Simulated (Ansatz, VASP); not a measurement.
# Al3C: VASP beside Ansatz

The input INCAR:

```
PREC = Accurate ; ENCUT = 520
EDIFF = 1E-7 ; ISMEAR = 0
SIGMA = 0.1 ; LREAL = F
LASPH = T ; NELM = 150
ALGO = Normal ; ISIF = 2
LWAVE = F ; LCHARG = T
ISPIN = 2 ; MAGMOM = 0 0 0 2
LORBIT = 11 ; LDIPOL = T
IDIPOL = 3 ; DIPOL = 0.5 0.5 0.334
GGA = PE ; LELF = T
LVHAR = T ; LVACPOTAV = T
NBANDS = 18
```

KPOINTS

```
regular mesh
0
Gamma
  9 9 1
```

Contents of POSCAR:

```
Al3C
1.0
    2.8571514048      0.0000000000      0.0000000000
   -1.4285757024      2.4743656990      0.0000000000
    0.0000000000      0.0000000000     21.6016424675
Al C
3 1
Direct
    0.6666666667      0.3333333333      0.1851711047
    0.3333333333      0.6666666667      0.2916873739
    0.0000000000      0.0000000000      0.3981939096
    0.0000000000      0.0000000000      0.4620779407
```

Input for Ansatz:

```yaml
crystal:
  lattice:
    - [2.8571514048, 0.0, 0.0]
    - [-1.4285757024, 2.474365699, 0.0]
    - [0.0, 0.0, 21.6016424675]
  atoms:
    - { symbol: Al, position: [0.6666666667, 0.3333333333, 0.1851711047] }
    - { symbol: Al, position: [0.3333333333, 0.6666666667, 0.2916873739] }
    - { symbol: Al, position: [0.0, 0.0, 0.3981939096] }
    - { symbol: C, position: [0.0, 0.0, 0.4620779407], spin: 2.0 }
basis:
  ecutwfc: 420
kpoints:
  mp_grid: { grid: [9, 9, 1] }
hamiltonian:
  xc: pbe
scf:
  occupations: { method: gaussian, width: 0.1 }
output:
  forces: true
  eigenvalues: true
  populations: true
magnetization:
  spin_polarized: true
efield:
  axis: 3
  dipole_correction: true
  ramp_width: 0.04
```

Alike in both runs: task single point; functional PBE; k mesh 9 × 9 × 1; occupations gaussian, width 0.1 eV; collinear spin.

|  | VASP | Ansatz |
| --- | --- | --- |
| version | VASP 6.6.1 | Ansatz 0.2.0 |
| potentials or method | VASP PAW PBE potentials, release 64 (Al, C), cutoff 520 eV | scalar-relativistic, plane waves, PAW |
| valence electrons in the cell | 13 | 13 |

Ansatz gave:

```
gap on the k mesh at the Fermi level (eV)                     : none
rms of the force components (eV/Å)                            : 12.219
net moment per atom (μB)                                      : 0.27
size of the moment on the site where the two differ most (μB) : 0.38
work function, face that differs most (eV)                    : 6.77
```

Q: Estimate VASP's values.

A: gap on the k mesh at the Fermi level (eV): none; rms of the force components (eV/Å): 12.060; net moment per atom (μB): 0.27; size of the moment on the site where the two differ most (μB): 0.57; work function, face that differs most (eV): 6.75.

Site moments also hang on the region over which each program counts them. Atom by atom the forces differ by 0.160 eV/Å (rms over components). A gap of «none» marks a metal or a gap that the smearing closes.
